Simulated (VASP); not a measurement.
# Mo11P9 in VASP: a series of runs

Runs on Mo11P9. Level: PBE. Tasks: single point.

All numbers are computed with VASP 6.6.1; they aren't measurements. Logs are shortened: lines on timing, memory, paths and dates and some standing lists are left out, and cuts for length are marked.

**1. The cell of the first run**

The cell holds a disordered packing, 20 atoms: a = 6.098 Å, b = 6.724 Å, c = 6.751 Å, α = 87.12°, β = 86.81°, γ = 91.49°.

**2. Single point, PBE**

File INCAR:

```
SYSTEM = Mo11P9
PREC = Accurate
ENCUT = 400
EDIFF = 1E-6
ISMEAR = -1
SIGMA = 0.05
LREAL = Auto
LASPH = .True.
NELM = 120
ALGO = Normal
ISIF = 2
LWAVE = .False.
LCHARG = .True.
GGA = PE
LELF = .True.
LVHAR = .True.
NBANDS = 116
ISYM = -1
GGA_COMPAT = .False.
```

File KPOINTS:

```
explicit points
1
Reciprocal
  0.25000000   0.25000000   0.25000000 1
```

File POSCAR:

```
Mo11P9
1.0
    6.0950450000     -0.0853850000      0.1792640000
   -0.0853850000      6.7216350000      0.1703940000
    0.1792640000      0.1703940000      6.7463690000
Mo P
11 9
Direct
    0.6619583139      0.8454984714      0.1746316927
    0.6649778648      0.4573417417      0.9234766316
    0.3168681046      0.6112783761      0.2112730253
    0.5161819188      0.2245549558      0.3183606392
    0.0318931537      0.3136115376      0.3789858191
    0.1416423076      0.9920604759      0.1460128375
    0.3348111478      0.8826080373      0.5104509256
    0.4957524749      0.0669144321      0.8753561524
    0.0604187029      0.2551565454      0.7703656526
    0.6573420214      0.5931776478      0.5118109205
    0.8236678907      0.9681687545      0.5453589705
    0.2875285021      0.3296063069      0.0291931191
    0.2837100524      0.4897212662      0.5684706004
    0.1181756937      0.8947134322      0.8146138392
    0.8303006650      0.1551178644      0.0737617270
    0.0054770761      0.7211800715      0.3660073145
    0.8039869485      0.4858848285      0.2080821882
    0.0659471575      0.5881270492      0.9251179010
    0.6196550094      0.7751734191      0.8084055682
    0.6764837416      0.2703189761      0.6330626278
```

Potentials or basis: VASP PAW PBE potentials, release 64 (Mo_sv, P).

Started as:

```bash
$ cat potpaw_PBE.64/Mo_sv/POTCAR potpaw_PBE.64/P/POTCAR > POTCAR
$ mpirun -np 1 vasp_std > vasp.out
```

OUTCAR:

```text
SYSTEM = Mo11P9
   PREC = Accurate
   ENCUT = 400
   EDIFF = 1E-6
   ISMEAR = -1
   LREAL = Auto
   LASPH = .True.
   NELM = 120
   ISIF = 2
   GGA = PE
   ISYM = -1

 ion  position               nearest neighbor table
   1  0.662  0.845  0.175-  15 2.35  19 2.57   3 2.59  17 2.59  16 2.65   8 2.71  10 2.77  11 2.89
                             4 2.92   7 2.96   6 3.06   2 3.18   6 3.36
   2  0.665  0.457  0.923-  17 2.16  19 2.27  20 2.38  15 2.49  12 2.49  18 2.58   8 2.84  10 2.88
                             9 2.96   3 3.03   4 3.10   1 3.18
   3  0.317  0.611  0.211-  16 2.27  12 2.32  13 2.50  18 2.54   1 2.59   5 2.77   7 2.79   6 2.82
                             4 2.97  10 2.98   2 3.03  17 3.11  17 3.22
   4  0.516  0.225  0.318-  20 2.42  17 2.51  15 2.53  12 2.54   7 2.76  13 2.86   1 2.92   3 2.97
                            10 2.99  11 3.01   5 3.04   6 3.05   2 3.10   8 3.23   5 3.24
   5  0.032  0.314  0.379-  17 2.18  13 2.38   9 2.67  20 2.69  15 2.71  16 2.75  12 2.75   3 2.77
                            11 2.77   6 2.81   4 3.04  10 3.12   4 3.24
   6  0.142  0.992  0.146-  15 2.28  14 2.37  16 2.39  12 2.49   8 2.77   5 2.81   3 2.82   7 2.86
                             4 3.05   1 3.06   9 3.09  18 3.20  11 3.23   1 3.36
   7  0.335  0.883  0.510-  14 2.39  16 2.52  13 2.66   4 2.76   3 2.79  10 2.80  19 2.81   6 2.86
                             1 2.96   8 3.01  11 3.05  11 3.18
   8  0.496  0.067  0.875-  19 2.18  20 2.29  12 2.44  15 2.57  14 2.61   1 2.71   6 2.77   2 2.84
                             7 3.01  11 3.02   9 3.07   4 3.23
   9  0.060  0.255  0.770-  12 2.35  13 2.38  14 2.46  15 2.47  18 2.52  20 2.57   5 2.67  11 2.92
                             2 2.96   8 3.07   6 3.09
  10  0.657  0.593  0.512-  20 2.29  17 2.35  13 2.37  19 2.40  16 2.41  11 2.72   1 2.77   7 2.80
                             2 2.88   3 2.98   4 2.99   5 3.12
  11  0.824  0.968  0.545-  20 2.33  16 2.37  19 2.41  14 2.66  10 2.72   5 2.77   1 2.89   9 2.92
                             4 3.01   8 3.02   7 3.05   7 3.18   6 3.23
  12  0.288  0.330  0.029-   3 2.32  18 2.33   9 2.35   8 2.44   2 2.49   6 2.49   4 2.54   5 2.75

  13  0.284  0.490  0.568-  10 2.37   9 2.38   5 2.38   3 2.50   7 2.66  16 2.71  18 2.80   4 2.86
                            20 2.89
  14  0.118  0.895  0.815-  18 2.17   6 2.37   7 2.39   9 2.46   8 2.61  11 2.66
  15  0.830  0.155  0.074-   6 2.28   1 2.35  17 2.45   9 2.47   2 2.49   4 2.53   8 2.57   5 2.71

  16  0.005  0.721  0.366-   3 2.27  17 2.32  11 2.37   6 2.39  10 2.41   7 2.52   1 2.65  13 2.71
                             5 2.75
  17  0.804  0.486  0.208-   2 2.16   5 2.18  16 2.32  10 2.35  15 2.45  18 2.48   4 2.51   1 2.59
                             3 3.11   3 3.22
  18  0.066  0.588  0.925-  14 2.17  12 2.33  17 2.48   9 2.52   3 2.54   2 2.58  13 2.80   6 3.20

  19  0.620  0.775  0.808-   8 2.18   2 2.27  10 2.40  11 2.41   1 2.57   7 2.81
  20  0.676  0.270  0.633-  10 2.29   8 2.29  11 2.33   2 2.38   4 2.42   9 2.57   5 2.69  13 2.89

IMPORTANT INFORMATION: All symmetrisations will be switched off!
NOSYMM: (Re-)initialisation of all symmetry stuff for point group C_1.

----------------------------------------------------------------------------------------

                                     Primitive cell

  volume of cell :     275.9424

  direct lattice vectors                    reciprocal lattice vectors
     6.095045000 -0.085385000  0.179264000     0.164228473  0.002198228 -0.004419387
    -0.085385000  6.721635000  0.170394000     0.002198228  0.148898067 -0.003819151
     0.179264000  0.170394000  6.746369000    -0.004419387 -0.003819151  0.148441776

  length of vectors
     6.098278424  6.724336531  6.750901005     0.164302631  0.148963258  0.148556649

  position of ions in fractional coordinates (direct lattice)
     0.661958314  0.845498471  0.174631693
     0.664977865  0.457341742  0.923476632
     0.316868105  0.611278376  0.211273025
     0.516181919  0.224554956  0.318360639
     0.031893154  0.313611538  0.378985819
     0.141642308  0.992060476  0.146012838
[... 12 lines left out ...]
     0.619655009  0.775173419  0.808405568
     0.676483742  0.270318976  0.633062628

  ion indices of the primitive-cell ions
   primitive index   ion index
                 1           1
                 2           2
                 3           3
                 4           4
                 5           5
                 6           6
[... 12 lines left out ...]
                19          19
                20          20

----------------------------------------------------------------------------------------

 KPOINTS: explicit points

Read explicit list of k-points.

 Found      1 k-points:

 Following reciprocal coordinates:
            Coordinates               Weight
  0.250000  0.250000  0.250000      1.000000
   k-points           NKPTS =      1   k-points in BZ     NKDIM =      1   number of bands    NBANDS=    116
   number of dos      NEDOS =    301   number of ions     NIONS =     20
   total plane-waves  NPLWV =  92160
   dimension x,y,z NGX =    40 NGY =   48 NGZ =   48
   dimension x,y,z NGXF=    80 NGYF=   96 NGZF=   96
   ions per type =              11   9
   NGX,Y,Z   is equivalent  to a cutoff of  10.90, 11.87, 11.82 a.u.
   NGXF,Y,Z  is equivalent  to a cutoff of  21.81, 23.73, 23.64 a.u.
 SYSTEM =  Mo11P9
   PREC   = accura    normal or accurate (medium, high low for compatibility)
   ISTART =      0    job   : 0-new  1-cont  2-samecut
   ICHARG =      2    charge: 1-file 2-atom 10-const
   ISPIN  =      1    spin polarized calculation?
   LNONCOLLINEAR =      F non collinear calculations
   LSORBIT =      F    spin-orbit coupling
   LASPH  =      T    aspherical Exc in radial PAW
   ENCUT  =  400.0 eV  29.40 Ry    5.42 a.u.   9.94 10.97 11.01*2*pi/ulx,y,z
   NELM   =    120;   NELMIN=  2; NELMDL= -5     # of ELM steps
   EDIFF  = 0.1E-05   stopping-criterion for ELM
   LREAL  =      T    real-space projection
   EDIFFG = 0.1E-04   stopping-criterion for IOM
   NSW    =      0    number of steps for IOM
   IBRION =     -1    ionic relax: 0-MD 1-quasi-New 2-CG
   NFREE  =      0    steps in history (QN), initial steepest desc. (CG)
   ISIF   =      2    stress and relaxation
   ISYM   =     -1    0-nonsym 1-usesym 2-fastsym
   POTIM  = 0.5000    time-step for ionic-motion
   TEBEG  =    0.0;   TEEND  =   0.0 temperature during run
   PSTRESS=    0.0 pullay stress
   NELECT =     199.0000    total number of electrons
   NUPDOWN=      -1.0000    fix difference up-down
   EMIN   =  10.00;   EMAX   =-10.00  energy-range for DOS
   EFERMI =   0.00;   METHOD = LEGACY
   ISMEAR =    -1;   SIGMA  =   0.05  broadening in eV -4-tet -1-fermi 0-gaus
   EFERMI_NEDOS =   21; number of points for ismear=-14 and -15
   IALGO  =     38    algorithm
   IMIX   =      4    mixing-type and parameters
     AMIX     =   0.40;   BMIX     =  1.00
     AMIX_MAG =   1.60;   BMIX_MAG =  1.00
  volume/ion in A,a.u.               =      13.80        93.11
  Fermi-wavevector in a.u.,A,eV,Ry     =   1.468091  2.774290 29.324527  2.155292
  Thomas-Fermi vector in A             =   2.583631
   LORBIT       =      0    0 simple, 1 ext, 2 COOP (PROOUT), +10 PAW based schemes
   GGA     = PE    functional components
   LHFCALC =     F    Hartree Fock is set to
   AEXX    =    0.0000 exact exchange contribution
   IVDW    =     0    specifies the selected vdW correction
   LEPSILON=     F    determine dielectric tensor
   LRPA    =     F    only Hartree local field effects (RPA)
 non-spin polarized calculation
  energy-cutoff  :      400.00
  volume of cell :      275.94
 maximum number of plane-waves:      5021
 NGX is ok and might be reduce to    40
   NGX = 19   NGY = 21   NGZ = 21

 number of electron     198.9999997 magnetization

 Free energy of the ion-electron system (eV)
  ---------------------------------------------------
  ext. energy  EPLUGINS =         0.00000000
  ---------------------------------------------------
  free energy    TOTEN  =      -170.71753292 eV

  energy without entropy =     -170.62512016  energy(sigma->0) =     -170.67132654

 E-fermi :  12.6485     XC(G=0): -12.9127

 val. band max:       12.4276064803   @ k =   0.2500   0.2500   0.2500
 cond. band min:      12.6517454938   @ k =   0.2500   0.2500   0.2500
 fundamental gap:      0.2241390135
 Fermi energy:        12.6484800040

 k-point     1 :       0.2500    0.2500    0.2500
  band No.  band energies     occupation
      1     -48.4798      2.00000
      2     -48.3519      2.00000
      3     -48.2919      2.00000
      4     -48.2427      2.00000
      5     -48.2334      2.00000
      6     -48.1963      2.00000
[... 103 lines left out ...]
    110      14.2205      0.00000
    111      14.3332      0.00000
 [bands above 111 left out]

------------------------ aborting loop because EDIFF is reached ----------------------------------------

  FORCE on cell =-STRESS in cart. coord.  units (eV):
  Direction    XX          YY          ZZ          XY          YZ          ZX
  --------------------------------------------------------------------------------------
  -------------------------------------------------------------------------------------
  Total       20.2244248     50.6726217     39.6850847     -3.2156287     -1.7960472     -0.0514796
  in kB      117.4271051    294.2155000    230.4196358    -18.6705912    -10.4282134     -0.2989008
  external PRESSURE =     214.0207470 kB  Pullay stress =       0.0000000 kB

 VOLUME and BASIS-vectors are now :
 -----------------------------------------------------------------------------
  energy-cutoff  :      400.00
  volume of cell :      275.94
      direct lattice vectors                 reciprocal lattice vectors
     6.095045000 -0.085385000  0.179264000     0.164228473  0.002198228 -0.004419387
    -0.085385000  6.721635000  0.170394000     0.002198228  0.148898067 -0.003819151
     0.179264000  0.170394000  6.746369000    -0.004419387 -0.003819151  0.148441776

 POSITION                                       TOTAL-FORCE (eV/Angst)
 -----------------------------------------------------------------------------------
      3.99378      5.65637      1.44086        -0.187618      0.306132      0.655872
      4.17957      3.17466      6.42725         0.194849     -0.287039     -0.451878
      1.91701      4.11773      1.58629         1.250495     -1.133773     -0.505950
      3.18405      1.51955      2.27857        -0.087187      0.564810     -0.879023
      0.23555      2.16984      2.61593         0.974615     -1.467868     -0.093463
      0.80478      6.68105      1.17949        -0.285965      0.318695      0.745947
[... 12 lines left out ...]
      3.85556      5.29527      5.69697         0.456256     -0.701171     -0.543795
      4.21360      1.86709      4.43820         1.104595      0.347044     -0.586042
 -----------------------------------------------------------------------------------
    total drift:                               -0.000674     -0.000223      0.002427

  FREE ENERGIE OF THE ION-ELECTRON SYSTEM (eV)
  ---------------------------------------------------
  free  energy   TOTEN  =      -170.7175329159 eV

  energy  without entropy=     -170.6251201613  energy(sigma->0) =     -170.67132654
```

Wall time 60 s (1 thread of AMD EPYC 7R13 (Zen 3), shared host); peak memory 0.25 GiB.

What came out:

* Free energy: -170.7175 eV
* Pressure: 21.4 GPa
* Largest force: 2.257 eV/Å
* Band gap on the k mesh: zero (an odd number of electrons rules out a gap without spin polarisation)

Forces in eV/Å, atoms in the order of the input:
```
Mo  -0.188  0.306  0.656
Mo   0.195 -0.287 -0.452
Mo   1.250 -1.134 -0.506
Mo  -0.087  0.565 -0.879
Mo   0.975 -1.468 -0.093
Mo  -0.286  0.319  0.746
Mo   0.107  0.190  0.384
Mo  -0.946  0.855  1.364
Mo   0.095  0.406  0.872
Mo  -0.878 -1.603  0.436
Mo   0.125 -0.382 -0.652
P    0.014 -1.202  0.297
P    0.708  0.737 -0.315
P   -0.093  0.363 -1.318
P   -0.417  0.355 -0.222
P   -0.690  0.979  0.650
P   -1.353  1.767  0.378
P   -0.093 -0.412 -0.216
P    0.456 -0.701 -0.544
P    1.105  0.347 -0.586
```

Stress tensor (GPa, compression positive):
```
11.74 -1.87 -0.03
-1.87 29.42 -1.04
-0.03 -1.04 23.04
```

Caveat: the atoms stand as in a frame of molecular dynamics.

**3. Single point, PBE**

File INCAR:

```
  PREC = Accurate
  ENCUT = 400
  EDIFF = 1E-6
  ISMEAR = -1
  SIGMA = 0.05
  LREAL = Auto
  LASPH = True
  NELM = 120
  ALGO = Normal
  ISIF = 2
  LWAVE = False
  LCHARG = False
  GGA = PE
  ISYM = -1
  NBANDS = 116
  GGA_COMPAT = False
```

KPOINTS is that of step 2.

File POSCAR:

```
Mo11P9
1.0
    6.0950450000     -0.0853850000      0.1792640000
   -0.0853850000      6.7216350000      0.1703940000
    0.1792640000      0.1703940000      6.7463690000
Mo P
11 9
Direct
    0.6459259672      0.8591879355      0.1819881566
    0.6732538646      0.4408114027      0.9211558397
    0.3359851234      0.5967528237      0.2102446312
    0.5330319387      0.2288317367      0.3238583611
    0.0277900519      0.3150891061      0.3673479691
    0.1256083671      0.9851595065      0.1686294765
    0.3642920387      0.8813530032      0.5249238944
    0.5023639237      0.0676926302      0.8861356110
    0.0676296547      0.2510710029      0.7741817035
    0.6493588529      0.5787003198      0.5249960790
    0.8193312046      0.9505162854      0.5451193285
    0.2771539676      0.2926362997      0.0487540485
    0.2882054279      0.4973933492      0.5712517800
    0.0950548824      0.8873676547      0.8034189884
    0.8290031698      0.1643899918      0.0867983218
    0.0249623540      0.7094526538      0.4004872359
    0.7720652916      0.5219099559      0.2157855822
    0.0773941146      0.5826178637      0.9406473961
    0.6190162513      0.7649293052      0.8123414694
    0.6979749685      0.2615813896      0.6233727085
```

Potentials or basis: VASP PAW PBE potentials, release 64 (Mo_sv, P).

Started as:

```bash
$ cat potpaw_PBE.64/Mo_sv/POTCAR potpaw_PBE.64/P/POTCAR > POTCAR
$ mpirun -np 1 vasp_std > vasp.out
```

It took 60 s on 1 thread of AMD EPYC 7R13 (Zen 3), shared host; peak memory 0.25 GiB.

The run converged. Its results:

```yaml
Free_energy: -170.9066 eV
Pressure: 22.5 GPa
Largest_force: 1.748 eV/Å
Band_gap_on_the_k_mesh: zero (an odd number of electrons rules out a gap without spin polarisation)
```

Forces on the atoms (eV/Å):
```
Mo   0.914 -0.486  0.547
Mo  -0.326  0.542 -0.227
Mo  -0.991 -0.379 -0.552
Mo  -1.336 -0.381 -1.061
Mo  -0.315 -0.081  0.719
Mo   0.775 -0.937 -0.506
Mo  -1.208  0.048  0.553
Mo  -0.552 -0.302 -0.464
Mo  -0.383  0.227 -0.828
Mo  -0.026  0.537  0.427
Mo   0.463  1.160  0.329
P    0.798  1.485  0.322
P   -0.508 -0.484  0.447
P    0.852  0.209  0.289
P   -0.170 -0.417 -0.413
P    0.533 -0.340 -0.362
P    0.855  0.202 -0.156
P   -0.192 -0.142 -0.285
P   -0.069  0.163  0.113
P    0.887 -0.623  1.107
```

Stress tensor (GPa, compression positive):
```
12.86 -1.23  0.03
-1.23 31.07  0.14
 0.03  0.14 23.54
```

Levels at points of the mesh, in eV from the Fermi level:
| k point | band 96 | band 97 | band 98 | band 99 | band 100 | band 101 | band 102 | band 103 | band 104 | band 105 |
| --- | --- | --- | --- | --- | --- | --- | --- | --- | --- | --- |
| (0.25, 0.25, 0.25) | -0.57 | -0.35 | -0.32 | -0.15 | -0.01 | 0.24 | 0.56 | 0.62 | 0.78 | 0.93 |

Caveat: the atoms stand as in a frame of molecular dynamics.
